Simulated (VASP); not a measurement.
Runs of VASP 6.6.1 on CdSe. The structure is that of space group P6_3mc (No. 186), or close to it. The cells are those of the table. 

```csv
cell,gap on the mesh (eV),pressure (GPa),largest force (eV/Å)
"a = 4.513, b = 4.513, c = 6.664 Å, angles 90.0, 90.0, 120.0°, 4 atoms",(b),(a),0.98
"a = 4.513, b = 4.513, c = 7.015 Å, angles 90.0, 90.0, 120.0°, 4 atoms",(c),-1.2,0.31
"a = 4.298, b = 4.298, c = 6.664 Å, angles 90.0, 90.0, 120.0°, 4 atoms",0.79,7.1,0.67
"a = 4.084, b = 4.084, c = 7.015 Å, angles 90.0, 90.0, 120.0°, 4 atoms",0.79,11.2,0.60
"a = 4.084, b = 4.084, c = 7.366 Å, angles 90.0, 90.0, 120.0°, 4 atoms",0.60,7.9,0.83
"a = 4.513, b = 4.513, c = 7.366 Å, angles 90.0, 90.0, 120.0°, 4 atoms",0.35,-3.0,0.02
"a = 4.084, b = 4.084, c = 6.664 Å, angles 90.0, 90.0, 120.0°, 4 atoms",1.01,16.2,0.01
"a = 4.298, b = 4.298, c = 7.366 Å, angles 90.0, 90.0, 120.0°, 4 atoms",0.52,0.9,(d)
```

Alike in all rows: task single point; level PBE; potentials or basis VASP PAW PBE potentials, release 64 (Cd, Se); no spin polarisation; k mesh 9 × 9 × 4; cutoff (eV) 520; smearing gaussian 0.05 eV.

**Question.** Estimate the missing entries.

**Answer.** (a) 1.8; (b) 0.63; (c) 0.48; (d) 0.24.

A k mesh can miss the band edges, and the runs leave out spin-orbit coupling on Cd, Se.
